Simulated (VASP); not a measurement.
# Au in VASP: further runs

Runs on Au. Level: r2SCAN. Tasks: single point.

All numbers are computed with VASP 6.6.1; they aren't measurements. Logs are shortened: lines on timing, memory, paths and dates and some standing lists are left out, and cuts for length are marked.

### Step 1. The cell of the first run

It takes space group Fm-3m (No. 225, cubic). Conventional cell: a = 4.214 Å, b = 4.214 Å, c = 4.214 Å, α = 90.00°, β = 90.00°, γ = 90.00°. Au (site symmetry m-3m) has 12 Au at 2.98 Å within 3.9 Å.

### Step 2. Single point, r2SCAN (strain +0.030 along x and y, +0.030 along z)

Contents of POSCAR:

```
Au
1.0
    0.0000000000      2.1068650000      2.1068650000
    2.1068650000      0.0000000000      2.1068650000
    2.1068650000      2.1068650000      0.0000000000
Au
1
Direct
    0.0000000000      0.0000000000      0.0000000000
```

Contents of INCAR.step1:

```
ALGO = Normal
EDIFF = 1E-4
ENCUT = 520
GGA = PE
ISMEAR = 1
LASPH = True
LCHARG = False
LREAL = False
LWAVE = True
NBANDS = 12
NELM = 100
PREC = Accurate
SIGMA = 0.4
```

Contents of INCAR.step2:

```
ALGO = Normal
EDIFF = 1E-6
ENCUT = 520
ISIF = 2
ISMEAR = 1
ISTART = 1
LASPH = True
LCHARG = False
LMIXTAU = True
LREAL = False
LWAVE = False
METAGGA = R2SCAN
NBANDS = 12
NELM = 100
PREC = Accurate
SIGMA = 0.4
```

Contents of KPOINTS:

```
k-points
0
Gamma
  20 20 20
```

Potentials or basis: VASP PAW PBE potentials, release 64 (Au).

Launch:

```
cat potpaw_PBE.64/Au/POTCAR > POTCAR
cp INCAR.step1 INCAR
mpirun -np 1 vasp_std > vasp.out
cp INCAR.step2 INCAR
mpirun -np 1 vasp_std > vasp.out
```

OUTCAR:

```text
EDIFF = 1E-6
   ENCUT = 520
   ISIF = 2
   ISMEAR = 1
   ISTART = 1
   LASPH = True
   LREAL = False
   METAGGA = R2SCAN
   NELM = 100
   PREC = Accurate

 ion  position               nearest neighbor table
   1  0.000  0.000  0.000-

  LATTYP: Found a face centered cubic cell.
 ALAT       =     4.2137300000

  Lattice vectors:

 A1 = (   0.0000000000,   2.1068650000,   2.1068650000)
 A2 = (   2.1068650000,   0.0000000000,   2.1068650000)
 A3 = (   2.1068650000,   2.1068650000,   0.0000000000)

Analysis of symmetry for initial positions (statically):
=====================================================================
 Subroutine PRICEL returns:
 Original cell was already a primitive cell.

 Routine SETGRP: Setting up the symmetry group for a
 face centered cubic supercell.

 Subroutine GETGRP returns: Found 48 space group operations
 (whereof 48 operations were pure point group operations)
 out of a pool of 48 trial point group operations.

The static configuration has the point symmetry O_h .

Analysis of symmetry for dynamics (positions and initial velocities):
=====================================================================
 Subroutine PRICEL returns:
 Original cell was already a primitive cell.

 Routine SETGRP: Setting up the symmetry group for a
 face centered cubic supercell.

 Subroutine GETGRP returns: Found 48 space group operations
 (whereof 48 operations were pure point group operations)
 out of a pool of 48 trial point group operations.

The dynamic configuration has the point symmetry O_h .

 Subroutine INISYM returns: Found 48 space group operations
 (whereof 48 operations are pure point group operations),
 and found     1 'primitive' translations

----------------------------------------------------------------------------------------

                                     Primitive cell

  volume of cell :      18.7042

  direct lattice vectors                    reciprocal lattice vectors
     0.000000000  2.106865000  2.106865000    -0.237319430  0.237319430  0.237319430
     2.106865000  0.000000000  2.106865000     0.237319430 -0.237319430  0.237319430
     2.106865000  2.106865000  0.000000000     0.237319430  0.237319430 -0.237319430

  length of vectors
     2.979557057  2.979557057  2.979557057     0.411049310  0.411049310  0.411049310

  position of ions in fractional coordinates (direct lattice)
     0.000000000  0.000000000  0.000000000

  ion indices of the primitive-cell ions
   primitive index   ion index
                 1           1

----------------------------------------------------------------------------------------

 KPOINTS: k-points

Automatic generation of k-mesh.
 Grid dimensions read from file:
 generate k-points for:   20   20   20

 Generating k-lattice:

  Cartesian coordinates                     Fractional coordinates (reciprocal lattice)
    -0.011865971  0.011865971  0.011865971     0.050000000  0.000000000  0.000000000
     0.011865971 -0.011865971  0.011865971     0.000000000  0.050000000  0.000000000
     0.011865971  0.011865971 -0.011865971     0.000000000  0.000000000  0.050000000

  Length of vectors
     0.020552465  0.020552465  0.020552465

  Shift w.r.t. Gamma in fractional coordinates (k-lattice)
     0.000000000  0.000000000  0.000000000

 Subroutine IBZKPT returns following result:
 ===========================================

 Found    256 irreducible k-points:

 Following reciprocal coordinates:
            Coordinates               Weight
  0.000000  0.000000  0.000000      1.000000
  0.050000  0.000000  0.000000      8.000000
  0.100000  0.000000  0.000000      8.000000
  0.150000  0.000000  0.000000      8.000000
  0.200000  0.000000  0.000000      8.000000
  0.250000  0.000000  0.000000      8.000000
[... 16 lines left out ...]
 -0.400000  0.050000  0.000000     24.000000
 -0.350000  0.050000  0.000000     24.000000
 [... further k-points ...]
   k-points           NKPTS =    256   k-points in BZ     NKDIM =    256   number of bands    NBANDS=     12
   number of dos      NEDOS =    301   number of ions     NIONS =      1
   total plane-waves  NPLWV =  13824
   dimension x,y,z NGX =    24 NGY =   24 NGZ =   24
   dimension x,y,z NGXF=    48 NGYF=   48 NGZF=   48
   ions per type =               1
   NGX,Y,Z   is equivalent  to a cutoff of  13.39, 13.39, 13.39 a.u.
   NGXF,Y,Z  is equivalent  to a cutoff of  26.78, 26.78, 26.78 a.u.
 SYSTEM =  unknown system
   PREC   = accura    normal or accurate (medium, high low for compatibility)
   ISTART =      1    job   : 0-new  1-cont  2-samecut
   ICHARG =      0    charge: 1-file 2-atom 10-const
   ISPIN  =      1    spin polarized calculation?
   LNONCOLLINEAR =      F non collinear calculations
   LSORBIT =      F    spin-orbit coupling
   LASPH  =      T    aspherical Exc in radial PAW
   ENCUT  =  520.0 eV  38.22 Ry    6.18 a.u.   5.54  5.54  5.54*2*pi/ulx,y,z
   NELM   =    100;   NELMIN=  2; NELMDL=  0     # of ELM steps
   EDIFF  = 0.1E-05   stopping-criterion for ELM
   LREAL  =      F    real-space projection
   EDIFFG = 0.1E-04   stopping-criterion for IOM
   NSW    =      0    number of steps for IOM
   IBRION =     -1    ionic relax: 0-MD 1-quasi-New 2-CG
   NFREE  =      0    steps in history (QN), initial steepest desc. (CG)
   ISIF   =      2    stress and relaxation
   ISYM   =      2    0-nonsym 1-usesym 2-fastsym
   POTIM  = 0.5000    time-step for ionic-motion
   TEBEG  =    0.0;   TEEND  =   0.0 temperature during run
   PSTRESS=    0.0 pullay stress
   NELECT =      11.0000    total number of electrons
   NUPDOWN=      -1.0000    fix difference up-down
   EMIN   =  10.00;   EMAX   =-10.00  energy-range for DOS
   EFERMI =   0.00;   METHOD = LEGACY
   ISMEAR =     1;   SIGMA  =   0.40  broadening in eV -4-tet -1-fermi 0-gaus
   EFERMI_NEDOS =   21; number of points for ismear=-14 and -15
   IALGO  =     38    algorithm
   IMIX   =      4    mixing-type and parameters
     AMIX     =   0.40;   BMIX     =  1.00
     AMIX_MAG =   1.60;   BMIX_MAG =  1.00
  volume/ion in A,a.u.               =      18.70       126.22
  Fermi-wavevector in a.u.,A,eV,Ry     =   1.371594  2.591937 25.596246  1.881271
  Thomas-Fermi vector in A             =   2.497277
   LORBIT       =      0    0 simple, 1 ext, 2 COOP (PROOUT), +10 PAW based schemes
   METAGGA = R2SCAN    functional components
   LHFCALC =     F    Hartree Fock is set to
   AEXX    =    0.0000 exact exchange contribution
   IVDW    =     0    specifies the selected vdW correction
   LEPSILON=     F    determine dielectric tensor
   LRPA    =     F    only Hartree local field effects (RPA)
 non-spin polarized calculation
 Methfessel and Paxton  Order N= 1 SIGMA  =   0.40
  energy-cutoff  :      520.00
  volume of cell :       18.70
 maximum number of plane-waves:       531
 NGX is ok and might be reduce to    24
   NGX = 11   NGY = 11   NGZ = 11

 number of electron      10.9999998 magnetization

 Free energy of the ion-electron system (eV)
  ---------------------------------------------------
  ext. energy  EPLUGINS =         0.00000000
  ---------------------------------------------------
  free energy    TOTEN  =       -50.56573148 eV

  energy without entropy =      -50.56710078  energy(sigma->0) =      -50.56618792

 E-fermi :   7.8596     XC(G=0): -12.9752

 val. band max:        7.8466724513   @ k =   0.5000   0.1500   0.0500
 cond. band min:       7.8641122553   @ k =   0.5000   0.3000   0.1000
 fundamental gap:      0.0174398040
 Fermi energy:         7.8596391970

 k-point     1 :       0.0000    0.0000    0.0000
  band No.  band energies     occupation
      1      -1.2488      2.00000
      2       3.3920      2.00000
      3       3.3920      2.00000
      4       3.3920      2.00000
      5       4.6881      2.00000
      6       4.6881      2.00000
      7      23.2564      0.00000
      8      26.7655      0.00000
      9      26.7655      0.00000
     10      26.7655      0.00000
     11      31.7203      0.00000
     12      35.2659      0.00000

 k-point     2 :       0.0500    0.0000    0.0000
  band No.  band energies     occupation
      1      -1.1654      2.00000
      2       3.3683      2.00000
      3       3.4192      2.00000
      4       3.4192      2.00000
      5       4.6767      2.00000
      6       4.6767      2.00000
      7      23.3378      0.00000
      8      26.1529      0.00000
      9      26.8448      0.00000
     10      26.8448      0.00000
     11      32.1609      0.00000
     12      34.2623      0.00000

 k-point     3 :       0.1000    0.0000    0.0000
  band No.  band energies     occupation
      1      -0.9203      2.00000
      2       3.3069      2.00000
      3       3.4923      2.00000
      4       3.4923      2.00000
      5       4.6519      2.00000
      6       4.6519      2.00000
      7      23.4851      0.00000
      8      24.8523      0.00000
      9      27.0652      0.00000
     10      27.0652      0.00000
     11      31.8078      0.00000
     12      33.7761      0.00000

 k-point     4 :       0.1500    0.0000    0.0000
  band No.  band energies     occupation
      1      -0.5322      2.00000
      2       3.2381      2.00000
      3       3.5826      2.00000
      4       3.5826      2.00000
      5       4.6435      2.00000
      6       4.6435      2.00000
      7      22.7122      0.00000
      8      24.2074      0.00000
      9      27.3640      0.00000
     10      27.3640      0.00000
     11      30.6183      0.00000
     12      32.6483      0.00000

 k-point     5 :       0.2000    0.0000    0.0000
  band No.  band energies     occupation
      1      -0.0441      2.00000
      2       3.2202      2.00000
      3       3.6425      2.00000
      4       3.6425      2.00000
      5       4.6994      2.00000
      6       4.6994      2.00000
      7      20.9047      0.00000
      8      24.2970      0.00000
      9      27.5943      0.00000
     10      27.5943      0.00000
     11      29.8811      0.00000
     12      31.6582      0.00000
[... 228 lines left out ...]
      1       1.1559      2.00000
      2       3.3239      2.00000
      3       3.4054      2.00000
      4       5.4617      2.00000
      5       5.7527      2.00000
      6       7.7279      1.52520
      7      10.6505     -0.00000
      8      22.7591      0.00000
      9      24.6697      0.00000
     10      24.8002      0.00000
     11      32.4196      0.00000
     12      32.5103      0.00000

 k-point    22 :      -0.4500    0.0500    0.0000
  band No.  band energies     occupation
      1       1.1573      2.00000
      2       3.3356      2.00000
      3       3.4051      2.00000
      4       5.4740      2.00000
      5       5.6826      2.00000
      6       7.4889      2.03152
      7      10.9631     -0.00000
      8      22.7749      0.00000
      9      24.5069      0.00000
     10      25.0866      0.00000
     11      32.3559      0.00000
     12      32.4153      0.00000

 k-point    23 :      -0.4000    0.0500    0.0000
  band No.  band energies     occupation
      1       1.1579      2.00000
      2       3.3812      2.00000
      3       3.4390      2.00000
      4       5.2366      2.00000
      5       5.5145      2.00000
      6       6.5175      2.00002
      7      12.4602     -0.00000
      8      22.9350      0.00000
      9      24.6235      0.00000
     10      25.6646      0.00000
     11      31.9067      0.00000
     12      32.2065      0.00000

 k-point    24 :      -0.3500    0.0500    0.0000
  band No.  band energies     occupation
      1       1.1257      2.00000
      2       3.4515      2.00000
      3       3.5026      2.00000
      4       4.6208      2.00000
      5       5.2757      2.00000
      6       5.8301      2.00000
      7      14.2914     -0.00000
      8      23.2211      0.00000
      9      24.9816      0.00000
     10      26.5039      0.00000
     11      31.1410      0.00000
     12      31.7921      0.00000

 [... further k-points ...]

------------------------ aborting loop because EDIFF is reached ----------------------------------------

  FORCE on cell =-STRESS in cart. coord.  units (eV):
  Direction    XX          YY          ZZ          XY          YZ          ZX
  --------------------------------------------------------------------------------------
  -------------------------------------------------------------------------------------
  Total       -0.9389517     -0.9389517     -0.9389517      0.0000000      0.0000000      0.0000000
  in kB      -80.4291929    -80.4291929    -80.4291929      0.0000000      0.0000000      0.0000000
  external PRESSURE =     -80.4291929 kB  Pullay stress =       0.0000000 kB

 VOLUME and BASIS-vectors are now :
 -----------------------------------------------------------------------------
  energy-cutoff  :      520.00
  volume of cell :       18.70
      direct lattice vectors                 reciprocal lattice vectors
     0.000000000  2.106865000  2.106865000    -0.237319430  0.237319430  0.237319430
     2.106865000  0.000000000  2.106865000     0.237319430 -0.237319430  0.237319430
     2.106865000  2.106865000  0.000000000     0.237319430  0.237319430 -0.237319430

 POSITION                                       TOTAL-FORCE (eV/Angst)
 -----------------------------------------------------------------------------------
      0.00000      0.00000      0.00000         0.000000     -0.000000     -0.000000
 -----------------------------------------------------------------------------------
    total drift:                               -0.000000      0.000000     -0.000000

  FREE ENERGIE OF THE ION-ELECTRON SYSTEM (eV)
  ---------------------------------------------------
  free  energy   TOTEN  =       -50.5657314824 eV

  energy  without entropy=      -50.5671007838  energy(sigma->0) =      -50.56618792
```

Run time: 1.8 min. Hardware: 1 thread of Intel Xeon Platinum 8488C (Sapphire Rapids), shared host; peak memory 0.19 GiB.

Results:

| Quantity | Value |
| --- | --- |
| Free energy | -50.5657 eV |
| Pressure | -8.0 GPa |
| Band gap on the k mesh | zero (an odd number of electrons rules out a gap without spin polarisation) |

Caveat: the cell differs from its parent crystal (strain +0.030 along x and y, +0.030 along z); the cell stands under tension; the PAW data sets were made with another functional, which shifts forces and pressure a little; spin-orbit coupling is left out, which moves the levels of the heavy elements.

[end of part 1 of 3]

The gap in the log of VASP goes by the Fermi energy; the results here count the filled bands.